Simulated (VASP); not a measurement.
The system is TiAl.

```
Ti Al
1.0
     2.86726    0.00000    0.00000
    -1.43363    2.48312    0.00000
     0.00000    0.00000    4.67808
Ti Al
1 1
Direct
  0.00000 0.00000 0.00000
  0.33333 0.66667 0.50000
```

| Property | Result |
| --- | --- |
| Program | VASP 6.6.1 |
| Task | relaxation of cell and atoms |
| Functional | BLYP |
| Potentials or basis | VASP PAW PBE potentials, release 64 (Ti_sv, Al) |
| Cutoff | 600 eV |
| k mesh | 11 × 11 × 6 |
| Occupations | fermi-dirac, width 0.05 eV |
| Spin | no spin polarisation |

At the start: pressure 3.3 GPa; volume 16.65 Å³/atom.

**Question.** How do energy, volume and symmetry change on relaxing?

**Answer.** Over 5 steps the energy falls by 6.3 meV/atom and the volume is 17.23 Å³/atom (+3.5 %); space group P-6m2 (No. 187, to 0.1 Å) before and after.

The path:
```csv
step,energy change (eV),largest force (eV/Å),pressure (GPa),volume (Å³)
1,0.0000,0.0000,3.26,33.31
2,-0.0095,0.0000,-1.44,34.97
3,-0.0117,0.0000,-0.10,34.45
4,-0.0125,0.0000,-0.04,34.46
5,-0.0126,0.0000,0.00,34.46
```

Final structure:
```
CELL_PARAMETERS angstrom
2.91365 0.00000 0.00000
-1.45683 2.52330 0.00000
0.00000 0.00000 4.68704
ATOMIC_POSITIONS crystal
Ti 0.00000 0.00000 0.00000
Al 0.33333 0.66667 0.50000
```

Caveat: the PAW data sets were made with another functional, which shifts forces and pressure a little.
